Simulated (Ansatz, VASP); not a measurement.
## Bi2Se3 in VASP and in Ansatz

Contents of INCAR:

```
SYSTEM = Bi2Se3
PREC = Accurate ; ENCUT = 520
EDIFF = 1E-6 ; ISMEAR = -1
SIGMA = 0.03 ; LREAL = .FALSE.
LASPH = .TRUE. ; NELM = 100
ALGO = Normal ; ISIF = 2
LWAVE = .FALSE. ; LCHARG = .FALSE.
GGA = PE ; NBANDS = 32
```

The input KPOINTS:

```
regular mesh
0
G
  6 6 6
  0 0 0
```

POSCAR

```
Bi2Se3
1.0
    2.1121272447      1.2194372332      9.7325408622
   -2.1121272447      1.2194372332      9.7325408622
    0.0000000000     -2.4388744666      9.7325408622
Bi Se
2 3
Direct
    0.4008000000      0.4008000000      0.4008000000
    0.5992000000      0.5992000000      0.5992000000
    0.0000000000      0.0000000000      0.0000000000
    0.2117000000      0.2117000000      0.2117000000
    0.7883000000      0.7883000000      0.7883000000
```

Input for Ansatz:

```yaml
crystal:
  lattice:
    - [2.1121272447, 1.2194372332, 9.7325408622]
    - [-2.1121272447, 1.2194372332, 9.7325408622]
    - [0.0, -2.4388744666, 9.7325408622]
  atoms:
    - { symbol: Bi, position: [0.4008, 0.4008, 0.4008] }
    - { symbol: Bi, position: [0.5992, 0.5992, 0.5992] }
    - { symbol: Se, position: [0.0, 0.0, 0.0] }
    - { symbol: Se, position: [0.2117, 0.2117, 0.2117] }
    - { symbol: Se, position: [0.7883, 0.7883, 0.7883] }
kpoints:
  mp_grid: { grid: [6, 6, 6] }
  band_path:
    path:
      - [0.0, 0.0, 0.0]
      - [0.5, 0.5, 0.5]
      - [0.8228674673, 0.1771325327, 0.5]
      - [0.5, -0.1771325327, 0.1771325327]
      - [0.5, 0.0, 0.0]
      - [0.0, 0.0, 0.0]
      - [0.3385662664, -0.3385662664, 0.0]
      - [0.6614337336, 0.0, 0.3385662664]
      - [0.5, 0.0, 0.5]
    npoints: 5
scf:
  occupations: { method: fermi_dirac, width: 0.03 }
hamiltonian:
  xc: pbe
  pseudopotentials: { kind: all_electron, lapw: { basis_error: 0.0005 } }
output:
  forces: true
  stress: true
  eigenvalues: true
```

Change from the starting cell: volume scaled by 1.06.

Alike in both runs: task single point; functional PBE; k mesh 6 × 6 × 6; occupations fermi-dirac, width 0.03 eV; no spin polarisation.

|  | VASP | Ansatz |
| --- | --- | --- |
| version | VASP 6.6.1 | Ansatz 0.2.0 |
| potentials or method | VASP PAW PBE potentials, release 64 (Bi_d, Se), cutoff 520 eV | all-electron LAPW, scalar-relativistic |

|  | VASP | Ansatz | Ansatz less VASP |
| --- | --- | --- | --- |
| pressure (GPa) | -0.9 | -0.9 | 0.00 |
| traceless stress, the component that is largest in VASP (GPa) | 0.07 | 0.07 | -0.002 |
| rms of the force components (eV/Å) | 0.087 | 0.090 | +0.0033 |

Atom by atom the forces differ by 0.005 eV/Å (rms over components). Ansatz ran all-electron here, and VASP with PAW potentials.

Neither program's run includes spin-orbit coupling.
